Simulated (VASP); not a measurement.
# MgO2: single point with r2SCAN

Crystal: MgO2.

```xyz
3
Lattice="1.5398 0.8890 3.4199 -1.5398 0.8890 3.4199 0.0000 -1.7780 3.4199" Properties=species:S:1:pos:R:3 pbc="T T T"
Mg    0.0000    0.0000    0.0000
O     0.0000    0.0000    4.4029
O     0.0000    0.0000    5.8568
```

| Item | Value |
| --- | --- |
| Program | VASP 6.6.1 |
| Task | single point |
| Functional | r2SCAN |
| Potentials or basis | VASP PAW PBE potentials, release 64 (Mg, O) |
| Cutoff | 520 eV |
| k mesh | 12 × 12 × 12 |
| Occupations | gaussian, width 0.02 eV |
| Spin | no spin polarisation |

```
Pressure               : 9.2 GPa
Largest force          : 0.311 eV/Å
Band gap on the k mesh : 3.33 eV
```

Forces on the atoms (eV/Å):
```
Mg   0.000  0.000  0.000
O    0.000  0.000 -0.311
O    0.000  0.000  0.311
```

Stress tensor (GPa, compression positive):
```
 8.31  0.00  0.00
 0.00  8.31  0.00
 0.00  0.00 11.10
```

Levels at points of the mesh, in eV from the valence-band top:
| k point | band 5 | band 6 | band 7 | band 8 | band 9 | band 10 |
| --- | --- | --- | --- | --- | --- | --- |
| (0.00, 0.00, 0.00) | -3.73 | -0.94 | -0.94 | 5.88 | 6.02 | 13.94 |
| (0.50, 0.00, 0.00) | -4.16 | -1.39 | -1.35 | 5.25 | 9.95 | 12.31 |
| (0.50, 0.50, 0.00) | -4.84 | -2.39 | -0.23 | 4.58 | 8.98 | 12.82 |
| (0.50, 0.50, 0.50) | -4.32 | 0.00 | 0.00 | 3.33 | 5.99 | 11.46 |

It took 5 min on 1 thread of Intel(R) Xeon(R) 6975P-C (Granite Rapids), on a shared host, peak memory 0.22 GiB.

Caveat: the cell stands under pressure; the PAW data sets were made with another functional, which shifts forces and pressure a little. A k mesh can miss the band edges.
